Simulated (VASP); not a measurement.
Here is a VASP 6.6.1 calculation.

INCAR

```
SYSTEM = Hg
PREC = Accurate
ENCUT = 520
EDIFF = 1E-7
ISMEAR = -1
SIGMA = 0.1
LREAL = .FALSE.
LASPH = .TRUE.
NELM = 100
ALGO = Normal
ISIF = 2
LWAVE = .FALSE.
LCHARG = .FALSE.
GGA = PE
NBANDS = 12
```

KPOINTS

```
regular mesh
0
G
  13 13 12
  0 0 0
```

File POSCAR:

```
Hg
1.0
    2.3844233924      0.0000000000      0.0000000000
   -1.1922116962      2.0649712312      0.0000000000
    0.0000000000      0.0000000000      2.2988574266
Hg
1
Direct
    0.0000000000      0.0000000000      0.0000000000
```

Potentials or basis: VASP PAW PBE potentials, release 64 (Hg).

The run is started by

```console
$ cat potpaw_PBE.64/Hg/POTCAR > POTCAR
$ mpirun -np 1 vasp_std > vasp.out
```

**Question.** Estimate the pressure.

**Answer.** 400.4 GPa.

**Question.** Predict the band gap on the k mesh.

**Answer.** Zero (bands 6 and 7 overlap by 5.02 eV).

Stress tensor (GPa, compression positive):
```
400.41   0.00   0.00
  0.00 400.41   0.00
  0.00   0.00 400.31
```

Caveat: the cell stands under pressure; spin-orbit coupling is left out, which moves the levels of the heavy elements.
